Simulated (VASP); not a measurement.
Os:

```xyz
2
Lattice="2.7175 0.0000 0.0000 -1.3588 2.3534 0.0000 0.0000 0.0000 4.2845" Properties=species:S:1:pos:R:3 pbc="T T T"
Os    0.0000    1.5690    1.0711
Os    1.3588    0.7845    3.2133
```

Base run:

```yaml
Program: VASP 6.6.1
Functional: LDA
Potentials_or_basis: VASP PAW LDA potentials, release 64 (Os)
Cutoff: 520 eV
k_mesh: 13 × 13 × 8
Occupations: gaussian, width 1 eV
Spin: no spin polarisation
```

Its results: band gap on the k mesh zero (band 8 reaches 11.86 eV, above the bottom of band 9 at 7.91 eV); pressure 3.9 GPa.

Question: The run is repeated on the same cell with these changes: occupations from gaussian, width 1 eV to fermi-dirac, width 0.3 eV. What comes out?

Answer: Band gap on the k mesh zero (band 8 reaches 11.85 eV, above the bottom of band 9 at 7.91 eV); pressure 2.7 GPa.

Caveats: spin-orbit coupling is left out, which moves the levels of the heavy elements.
